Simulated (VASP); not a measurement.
# SnO (Cmc2_1) in VASP: notebook

SnO is run at these levels: PBE; tasks: single point.

Program: VASP 6.6.1. These are calculated values, not measurements. Logs are shortened: lines on timing, memory, paths and dates and some standing lists are left out, and cuts for length are marked.

### 1 The cell of the first run

The structure is orthorhombic, space group Cmc2_1 (No. 36). The conventional cell has a = 5.000 Å, b = 5.720 Å, c = 11.120 Å, α = 90.00°, β = 90.00°, γ = 90.00°. Sn (site symmetry m) has 4 O at 2.15 to 2.53 Å within 2.8 Å. Sn (site symmetry m) has 2 O at 1.99 Å within 2.6 Å. O (site symmetry 1) has 1 O at 1.80 Å and 2 Sn at 1.99 to 2.15 Å within 2.4 Å.

### 2 Single point, PBE

Contents of INCAR:

```
PREC = Accurate
ENCUT = 520
EDIFF = 1E-6
ISMEAR = 0
SIGMA = 0.01
LREAL = False
LASPH = True
NELM = 100
ALGO = Normal
ISIF = 2
LWAVE = False
LCHARG = False
GGA = PE
NBANDS = 50
```

Contents of KPOINTS:

```
regular mesh
0
Gamma
  10 10 4
```

Contents of POSCAR:

```
SnO
1.0
    2.5000000000     -2.8600000000      0.0000000000
    2.5000000000      2.8600000000      0.0000000000
    0.0000000000      0.0000000000     11.1200000000
Sn O
4 4
Direct
    0.0000000000      0.0000000000      0.0000000000
    0.0000000000      0.0000000000      0.5000000000
    0.5590000000      0.4410000000      0.2540000000
    0.4410000000      0.5590000000      0.7540000000
    0.9300000000      0.4300000000      0.3800000000
    0.0700000000      0.5700000000      0.8800000000
    0.5700000000      0.0700000000      0.3800000000
    0.4300000000      0.9300000000      0.8800000000
```

Potentials or basis: VASP PAW PBE potentials, release 64 (Sn_d, O).

On the command line:

```console
$ cat potpaw_PBE.64/Sn_d/POTCAR potpaw_PBE.64/O/POTCAR > POTCAR
$ mpirun -np 1 vasp_std > vasp.out
```

OUTCAR:

```text
PREC = Accurate
   ENCUT = 520
   EDIFF = 1E-6
   ISMEAR = 0
   LREAL = False
   LASPH = True
   NELM = 100
   ISIF = 2
   GGA = PE

 ion  position               nearest neighbor table
   1  0.000  0.000  0.000-   6 2.15   8 2.15   6 2.53   8 2.53   4 3.72   4 3.72   4 3.72
   2  0.000  0.000  0.500-   5 2.15   7 2.15   7 2.53   5 2.53   3 3.72   3 3.72   3 3.72
   3  0.559  0.441  0.254-   5 1.99   7 1.99   7 2.77   5 2.77   2 3.72   2 3.72   2 3.72
   4  0.441  0.559  0.754-   6 1.99   8 1.99   6 2.77   8 2.77   1 3.72   1 3.72   1 3.72
   5  0.930  0.430  0.380-   7 1.80   3 1.99   2 2.15   2 2.53   3 2.77
   6  0.070  0.570  0.880-   8 1.80   4 1.99   1 2.15   1 2.53   4 2.77
   7  0.570  0.070  0.380-   5 1.80   3 1.99   2 2.15   2 2.53   3 2.77
   8  0.430  0.930  0.880-   6 1.80   4 1.99   1 2.15   1 2.53   4 2.77

  LATTYP: Found a base centered orthorhombic cell.
 ALAT       =     5.0000000000
 B/A-ratio  =     1.1440000000
 C/A-ratio  =     2.2240000000

  Lattice vectors:

 A1 = (   2.5000000000,  -2.8600000000,   0.0000000000)
 A2 = (   2.5000000000,   2.8600000000,   0.0000000000)
 A3 = (   0.0000000000,   0.0000000000,  11.1200000000)

Analysis of symmetry for initial positions (statically):
=====================================================================
 Subroutine PRICEL returns:
 Original cell was already a primitive cell.

 Routine SETGRP: Setting up the symmetry group for a
 base centered orthorhombic supercell.

 Subroutine GETGRP returns: Found  4 space group operations
 (whereof  2 operations were pure point group operations)
 out of a pool of  8 trial point group operations.

The static configuration has the point symmetry C_1h.
 The point group associated with its full space group is C_2v.

Analysis of symmetry for dynamics (positions and initial velocities):
=====================================================================
 Subroutine PRICEL returns:
 Original cell was already a primitive cell.

 Routine SETGRP: Setting up the symmetry group for a
 base centered orthorhombic supercell.

 Subroutine GETGRP returns: Found  4 space group operations
 (whereof  2 operations were pure point group operations)
 out of a pool of  8 trial point group operations.

The dynamic configuration has the point symmetry C_1h.
 The point group associated with its full space group is C_2v.

 Subroutine INISYM returns: Found  4 space group operations
 (whereof  2 operations are pure point group operations),
 and found     1 'primitive' translations
[... 112 lines left out ...]
   NFREE  =      0    steps in history (QN), initial steepest desc. (CG)
   ISIF   =      2    stress and relaxation
   ISYM   =      2    0-nonsym 1-usesym 2-fastsym
   POTIM  = 0.5000    time-step for ionic-motion
   TEBEG  =    0.0;   TEEND  =   0.0 temperature during run
   PSTRESS=    0.0 pullay stress
   NELECT =      80.0000    total number of electrons
   NUPDOWN=      -1.0000    fix difference up-down
   EMIN   =  10.00;   EMAX   =-10.00  energy-range for DOS
   EFERMI =   0.00;   METHOD = LEGACY
   ISMEAR =     0;   SIGMA  =   0.01  broadening in eV -4-tet -1-fermi 0-gaus
   EFERMI_NEDOS =   21; number of points for ismear=-14 and -15
   IALGO  =     38    algorithm
   IMIX   =      4    mixing-type and parameters
     AMIX     =   0.40;   BMIX     =  1.00
     AMIX_MAG =   1.60;   BMIX_MAG =  1.00
  volume/ion in A,a.u.               =      19.88       134.14
  Fermi-wavevector in a.u.,A,eV,Ry     =   1.302041  2.460500 23.066092  1.695310
  Thomas-Fermi vector in A             =   2.433135
   LORBIT       =      0    0 simple, 1 ext, 2 COOP (PROOUT), +10 PAW based schemes
   GGA     = PE    functional components
   LHFCALC =     F    Hartree Fock is set to
   AEXX    =    0.0000 exact exchange contribution
   IVDW    =     0    specifies the selected vdW correction
   LEPSILON=     F    determine dielectric tensor
   LRPA    =     F    only Hartree local field effects (RPA)
 non-spin polarized calculation
 Gauss-broadening in eV      SIGMA  =   0.01
  energy-cutoff  :      520.00
  volume of cell :      159.02
 maximum number of plane-waves:      4324
   NGX = 15   NGY = 15   NGZ = 41

 number of electron      80.0000004 magnetization

 Free energy of the ion-electron system (eV)
  ---------------------------------------------------
  ext. energy  EPLUGINS =         0.00000000
  ---------------------------------------------------
  free energy    TOTEN  =       -37.82637248 eV

  energy without entropy =      -37.82613736  energy(sigma->0) =      -37.82625492

 E-fermi :   6.3339     XC(G=0):  -9.6250

 val. band max:        6.3301991241   @ k =  -0.4000   0.4000   0.2500
 cond. band min:       6.3343081880   @ k =  -0.3000   0.3000   0.2500
 fundamental gap:      0.0041090640
 Fermi energy:         6.3338960161

 k-point     1 :       0.0000    0.0000    0.0000
  band No.  band energies     occupation
      1     -16.4317      2.00000
      2     -16.4275      2.00000
      3     -16.0364      2.00000
      4     -16.0311      2.00000
      5     -15.8425      2.00000
      6     -15.8377      2.00000
[... 1261 lines left out ...]
     49      10.7022      0.00000
     50      11.1122      0.00000

 [... further k-points ...]

------------------------ aborting loop because EDIFF is reached ----------------------------------------

  FORCE on cell =-STRESS in cart. coord.  units (eV):
  Direction    XX          YY          ZZ          XY          YZ          ZX
  --------------------------------------------------------------------------------------
  -------------------------------------------------------------------------------------
  Total       30.5317449      0.4132795     -0.5483717      0.0000000      0.0000000      0.0000000
  in kB      307.6248275      4.1640283     -5.5251592      0.0000000      0.0000000      0.0000000
  external PRESSURE =     102.0878989 kB  Pullay stress =       0.0000000 kB

 VOLUME and BASIS-vectors are now :
 -----------------------------------------------------------------------------
  energy-cutoff  :      520.00
  volume of cell :      159.02
      direct lattice vectors                 reciprocal lattice vectors
     2.500000000 -2.860000000  0.000000000     0.200000000 -0.174825175  0.000000000
     2.500000000  2.860000000  0.000000000     0.200000000  0.174825175  0.000000000
     0.000000000  0.000000000 11.120000000     0.000000000  0.000000000  0.089928058

 POSITION                                       TOTAL-FORCE (eV/Angst)
 -----------------------------------------------------------------------------------
      0.00000      0.00000      0.00000         0.000000      0.938602     -1.031825
      0.00000      0.00000      5.56000         0.000000     -0.938602     -1.031825
      2.50000     -0.33748      2.82448         0.000000      2.251590     -1.177891
      2.50000      0.33748      8.38448         0.000000     -2.251590     -1.177891
      3.40000     -1.43000      4.22560         8.821467     -0.597019      1.104858
      1.60000      1.43000      9.78560        -8.821467      0.597019      1.104858
      1.60000     -1.43000      4.22560        -8.821467     -0.597019      1.104858
      3.40000      1.43000      9.78560         8.821467      0.597019      1.104858
 -----------------------------------------------------------------------------------
    total drift:                                0.000000     -0.000000      0.000756

  FREE ENERGIE OF THE ION-ELECTRON SYSTEM (eV)
  ---------------------------------------------------
  free  energy   TOTEN  =       -37.8263724757 eV

  energy  without entropy=      -37.8261373589  energy(sigma->0) =      -37.82625492
```

stdout:

```text
POSCAR found type information on POSCAR SnO
 POSCAR found :  2 types and       8 ions
 scaLAPACK will be used
 LDA part: xc-table for (Slater+PW92), standard interpolation
 POSCAR, INCAR and KPOINTS ok, starting setup
 FFT: planning ... GRIDC
 FFT: planning ... GRID_SOFT
 FFT: planning ... GRID
 WAVECAR not read
 entering main loop
```

It took 7.1 min on 1 thread of Intel Xeon 6975P-C (Granite Rapids), shared host; peak memory 0.6 GiB.

Results:

```yaml
Free_energy: -37.8264 eV
Pressure: 10.2 GPa
Largest_force: 8.910 eV/Å
Band_gap_on_the_k_mesh: zero (bands 40 and 41 overlap by 0.36 eV)
```

Forces in eV/Å, atoms in the order of the input:
```
Sn   0.000  0.939 -1.032
Sn   0.000 -0.939 -1.032
Sn   0.000  2.252 -1.178
Sn   0.000 -2.252 -1.178
O    8.821 -0.597  1.105
O   -8.821  0.597  1.105
O   -8.821 -0.597  1.105
O    8.821  0.597  1.105
```

Caveat: the cell stands under pressure; semilocal functionals underestimate gaps, so a narrow gap can read as zero; spin-orbit coupling is left out, which moves the levels of the heavy elements; forces of over 1 eV/Å act on the atoms, so gaps and moduli don't describe the material at rest.

### 3 Single point, PBE

Contents of INCAR:

```
PREC = Accurate
ENCUT = 520
EDIFF = 1E-7
ISMEAR = -5
SIGMA = 0.1
LREAL = F
LASPH = T
NELM = 100
ALGO = Normal
ISIF = 2
LWAVE = F
LCHARG = F
GGA = PE
NBANDS = 50
```

Contents of KPOINTS:

```
Automatic mesh
0
Gamma
  10 10 4
```

POSCAR is that of step 2.

Potentials or basis: VASP PAW PBE potentials, release 64 (Sn_d, O).

On the command line:

```console
$ cat potpaw_PBE.64/Sn_d/POTCAR potpaw_PBE.64/O/POTCAR > POTCAR
$ mpirun -np 1 vasp_std > vasp.out
```

OUTCAR:

```text
PREC = Accurate
   ENCUT = 520
   EDIFF = 1E-7
   ISMEAR = -5
   LREAL = F
   LASPH = T
   NELM = 100
   ISIF = 2
   GGA = PE

 ion  position               nearest neighbor table
   1  0.000  0.000  0.000-   6 2.15   8 2.15   6 2.53   8 2.53   4 3.72   4 3.72   4 3.72
   2  0.000  0.000  0.500-   5 2.15   7 2.15   7 2.53   5 2.53   3 3.72   3 3.72   3 3.72
   3  0.559  0.441  0.254-   5 1.99   7 1.99   7 2.77   5 2.77   2 3.72   2 3.72   2 3.72
   4  0.441  0.559  0.754-   6 1.99   8 1.99   6 2.77   8 2.77   1 3.72   1 3.72   1 3.72
   5  0.930  0.430  0.380-   7 1.80   3 1.99   2 2.15   2 2.53   3 2.77
   6  0.070  0.570  0.880-   8 1.80   4 1.99   1 2.15   1 2.53   4 2.77
   7  0.570  0.070  0.380-   5 1.80   3 1.99   2 2.15   2 2.53   3 2.77
   8  0.430  0.930  0.880-   6 1.80   4 1.99   1 2.15   1 2.53   4 2.77

  LATTYP: Found a base centered orthorhombic cell.
 ALAT       =     5.0000000000
 B/A-ratio  =     1.1440000000
 C/A-ratio  =     2.2240000000

  Lattice vectors:

 A1 = (   2.5000000000,  -2.8600000000,   0.0000000000)
 A2 = (   2.5000000000,   2.8600000000,   0.0000000000)
 A3 = (   0.0000000000,   0.0000000000,  11.1200000000)

Analysis of symmetry for initial positions (statically):
=====================================================================
 Subroutine PRICEL returns:
 Original cell was already a primitive cell.

 Routine SETGRP: Setting up the symmetry group for a
 base centered orthorhombic supercell.

 Subroutine GETGRP returns: Found  4 space group operations
 (whereof  2 operations were pure point group operations)
 out of a pool of  8 trial point group operations.

The static configuration has the point symmetry C_1h.
 The point group associated with its full space group is C_2v.

Analysis of symmetry for dynamics (positions and initial velocities):
=====================================================================
 Subroutine PRICEL returns:
[... 148 lines left out ...]
   LORBIT       =      0    0 simple, 1 ext, 2 COOP (PROOUT), +10 PAW based schemes
   GGA     = PE    functional components
   LHFCALC =     F    Hartree Fock is set to
   AEXX    =    0.0000 exact exchange contribution
   IVDW    =     0    specifies the selected vdW correction
   LEPSILON=     F    determine dielectric tensor
   LRPA    =     F    only Hartree local field effects (RPA)
 non-spin polarized calculation
 Fermi weights with tetrahedron method with Bloechl corrections
  energy-cutoff  :      520.00
  volume of cell :      159.02
 maximum number of plane-waves:      4324
   NGX = 15   NGY = 15   NGZ = 41

 number of electron      80.0000004 magnetization

 Free energy of the ion-electron system (eV)
  ---------------------------------------------------
  ext. energy  EPLUGINS =         0.00000000
  ---------------------------------------------------
  free energy    TOTEN  =       -37.82798181 eV

  energy without entropy =      -37.82798181  energy(sigma->0) =      -37.82798181

 E-fermi :   6.3290     XC(G=0):  -9.6239

 val. band max:        6.3833036039   @ k =  -0.3000   0.3000   0.5000
 cond. band min:       6.2698354725   @ k =   0.4000   0.4000   0.0000
 fundamental gap:     -0.1134681314
 Fermi energy:         6.3290248927

 k-point     1 :       0.0000    0.0000    0.0000
  band No.  band energies     occupation
      1     -16.4270      2.00000
      2     -16.4227      2.00000
      3     -16.0370      2.00000
      4     -16.0316      2.00000
      5     -15.8443      2.00000
      6     -15.8394      2.00000
[... 1261 lines left out ...]
     49      10.7040      0.00000
     50      11.1158      0.00000

 [... further k-points ...]

------------------------ aborting loop because EDIFF is reached ----------------------------------------

  FORCE on cell =-STRESS in cart. coord.  units (eV):
  Direction    XX          YY          ZZ          XY          YZ          ZX
  --------------------------------------------------------------------------------------
  -------------------------------------------------------------------------------------
  Total       30.8476731      0.2986472     -0.7551175      0.0000000      0.0000000      0.0000000
  in kB      310.8079849      3.0090422     -7.6082413      0.0000000      0.0000000      0.0000000
  external PRESSURE =     102.0695953 kB  Pullay stress =       0.0000000 kB

 VOLUME and BASIS-vectors are now :
 -----------------------------------------------------------------------------
  energy-cutoff  :      520.00
  volume of cell :      159.02
      direct lattice vectors                 reciprocal lattice vectors
     2.500000000 -2.860000000  0.000000000     0.200000000 -0.174825175  0.000000000
     2.500000000  2.860000000  0.000000000     0.200000000  0.174825175  0.000000000
     0.000000000  0.000000000 11.120000000     0.000000000  0.000000000  0.089928058

 POSITION                                       TOTAL-FORCE (eV/Angst)
 -----------------------------------------------------------------------------------
      0.00000      0.00000      0.00000         0.000000      0.940990     -1.078122
      0.00000      0.00000      5.56000         0.000000     -0.940990     -1.078122
      2.50000     -0.33748      2.82448         0.000000      2.246308     -1.127400
      2.50000      0.33748      8.38448         0.000000     -2.246308     -1.127400
      3.40000     -1.43000      4.22560         8.880919     -0.596968      1.102761
      1.60000      1.43000      9.78560        -8.880919      0.596968      1.102761
      1.60000     -1.43000      4.22560        -8.880919     -0.596968      1.102761
      3.40000      1.43000      9.78560         8.880919      0.596968      1.102761
 -----------------------------------------------------------------------------------
    total drift:                                0.000000     -0.000000      0.000723

  FREE ENERGIE OF THE ION-ELECTRON SYSTEM (eV)
  ---------------------------------------------------
  free  energy   TOTEN  =       -37.8279818082 eV

  energy  without entropy=      -37.8279818082  energy(sigma->0) =      -37.82798181
```

stdout:

```text
POSCAR found type information on POSCAR SnO
 POSCAR found :  2 types and       8 ions
 scaLAPACK will be used
 LDA part: xc-table for (Slater+PW92), standard interpolation
 POSCAR, INCAR and KPOINTS ok, starting setup
 FFT: planning ... GRIDC
 FFT: planning ... GRID_SOFT
 FFT: planning ... GRID
 WAVECAR not read
 entering main loop
 -----------------------------------------------------------------------------
|                                                                             |
|           W    W    AA    RRRRR   N    N  II  N    N   GGGG   !!!           |
|           W    W   A  A   R    R  NN   N  II  NN   N  G    G  !!!           |
|           W    W  A    A  R    R  N N  N  II  N N  N  G       !!!           |
|           W WW W  AAAAAA  RRRRR   N  N N  II  N  N N  G  GGG   !            |
|           WW  WW  A    A  R   R   N   NN  II  N   NN  G    G                |
|           W    W  A    A  R    R  N    N  II  N    N   GGGG   !!!           |
|                                                                             |
|     Tetrahedron method does not include variations of the Fermi             |
|     occupations, so forces and stress will be inaccurate. We suggest        |
|     using a different smearing scheme ISMEAR = 1 or 2 for metals in         |
|     relaxations.                                                            |
|                                                                             |
 -----------------------------------------------------------------------------
```

Run time: 7.1 min. Hardware: 1 thread of Intel Xeon 6975P-C (Granite Rapids), shared host; peak memory 0.6 GiB.

What came out:

```yaml
Free_energy: -37.8280 eV
Pressure: 10.2 GPa
Largest_force: 8.969 eV/Å
Band_gap_on_the_k_mesh: zero (bands 40 and 41 overlap by 0.36 eV)
```

Forces on the atoms (eV/Å):
```
Sn   0.000  0.941 -1.078
Sn   0.000 -0.941 -1.078
Sn   0.000  2.246 -1.127
Sn   0.000 -2.246 -1.127
O    8.881 -0.597  1.103
O   -8.881  0.597  1.103
O   -8.881 -0.597  1.103
O    8.881  0.597  1.103
```

Levels at points of the mesh, in eV from the Fermi level:
```csv
k point,band 37,band 38,band 39,band 40,band 41,band 42,band 43,band 44
"(0.00, 0.00, 0.00)",-3.25,-1.56,-0.05,-0.02,0.88,2.24,2.33,2.61
"(0.50, 0.00, 0.00)",-2.92,-2.59,-1.55,-1.35,0.86,0.88,1.17,1.35
"(0.50, 0.50, 0.00)",-2.32,-2.32,-0.85,-0.68,0.00,0.36,0.45,1.39
"(0.00, 0.00, 0.50)",-2.54,-2.54,-0.03,-0.03,1.53,1.53,2.74,2.74
"(0.50, 0.00, 0.50)",-2.87,-2.87,-1.38,-1.38,0.67,0.67,1.48,1.48
"(0.50, 0.50, 0.50)",-2.32,-2.32,-0.43,-0.43,-0.27,-0.27,0.65,0.65
```

Caveat: the cell stands under pressure; semilocal functionals underestimate gaps, so a narrow gap can read as zero; spin-orbit coupling is left out, which moves the levels of the heavy elements; forces of over 1 eV/Å act on the atoms, so gaps and moduli don't describe the material at rest; tetrahedron occupations give inexact forces and stress in metals.

[end of part 1 of 2]
